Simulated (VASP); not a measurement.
A run of VASP 6.6.1 is set up as follows.

Contents of INCAR:

```
SYSTEM = LiF
PREC = Accurate
ENCUT = 520
EDIFF = 1E-6
ISMEAR = 0
SIGMA = 0.05
LREAL = .False.
LASPH = .True.
NELM = 80
ALGO = Normal
ISIF = 2
LWAVE = .False.
LCHARG = .True.
LELF = .True.
LVHAR = .True.
NBANDS = 18
```

Contents of KPOINTS:

```
regular mesh
0
Gamma
  9 9 6
  0 0 0
```

The input POSCAR:

```
LiF
1.0
    3.0120844973      0.0000000000      0.0000000000
   -1.5060422487      2.6085416930      0.0000000000
    0.0000000000      0.0000000000      4.4133062055
Li F
2 2
Direct
    0.3333333333      0.6666666667      0.3839784076
    0.6666666667      0.3333333333      0.8839784076
    0.3333333333      0.6666666667      0.9910195924
    0.6666666667      0.3333333333      0.4910195924
```

Potentials or basis: VASP PAW LDA potentials, release 64 (Li_sv, F).

The run is started by

```bash
$ cat potpaw_LDA.64/Li_sv/POTCAR potpaw_LDA.64/F/POTCAR > POTCAR
$ mpirun -np 1 vasp_std > vasp.out
```

(1) Predict the largest force.

(2) Estimate the band gap on the k mesh.

Results:

(1) 0.362 eV/Å.

(2) 8.14 eV.

Caveat: an odd mesh through Γ misses points on the zone boundary, where band edges can lie.
